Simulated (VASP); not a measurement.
Set up this calculation in VASP 6.6.1, as the native input.

- Task: single point
- Functional: PBE
- Potentials or basis: VASP PAW PBE potentials, release 64 (Cr_pv, O)
- Cutoff: 520 eV
- k mesh: 10 × 10 × 10
- Occupations: fermi-dirac, width 0.05 eV
- Spin: collinear spin, ferromagnetic start
- Starting moments: [3.0, 0.0, 0.0] μB
- Dipole correction: no
- Further INCAR settings: ALGO = Normal; EDIFF = 1e-07; NBANDS = 23

The structure of CrO2 lies in POSCAR:

```
CrO2
1.0
    1.4799679104      0.8544598715      4.7578054909
   -1.4799679104      0.8544598715      4.7578054909
    0.0000000000     -1.7089197429      4.7578054909
Cr O
1 2
Direct
    0.5000000000      0.5000000000      0.5000000000
    0.2309180000      0.2309180000      0.2309180000
    0.7690820000      0.7690820000      0.7690820000
```

These files were run (other wordings do the same):

INCAR

```
SYSTEM = CrO2
  PREC = Accurate
  ENCUT = 520
  EDIFF = 1E-7
  ISMEAR = -1
  SIGMA = 0.05
  LREAL = .FALSE.
  LASPH = .TRUE.
  NELM = 150
  ALGO = Normal
  ISIF = 2
  LWAVE = .FALSE.
  LCHARG = .TRUE.
  ISPIN = 2
  MAGMOM = 3 0 0
  LORBIT = 11
  LMAXMIX = 4
  GGA = PE
  LELF = .TRUE.
  LVHAR = .TRUE.
  NBANDS = 23
```

KPOINTS

```
Automatic mesh
0
G
  10 10 10
  0 0 0
```

Potentials or basis: VASP PAW PBE potentials, release 64 (Cr_pv, O).

Launch:

```sh
$ cat potpaw_PBE.64/Cr_pv/POTCAR potpaw_PBE.64/O/POTCAR > POTCAR
$ mpirun -np 1 vasp_std > vasp.out
```

It gave:

```
Pressure                                              : -4.3 GPa
Largest force                                         : 0.020 eV/Å
Band gap on the k mesh                                : zero (filled and empty bands overlap)
Net moment                                            : 2.00 μB per cell
Site moments                                          : Cr +2.12; O -0.08 μB
Valence electrons inside the program's atomic spheres : Cr 10.77; O 4.99
```

Caveat: the cell stands under tension; an empty level that is flat over the whole mesh can mark a ghost state of the potentials, or a narrow d or f band; a cell with one magnetic atom can't hold antiferromagnetic order, which such compounds often take; semilocal functionals often make such compounds metallic where correlation or magnetic order opens a gap, which also shifts bond lengths.

Run time: 13 min on 1 thread of Intel Xeon 8259CL, with other jobs on the host, peak memory 0.38 GiB.
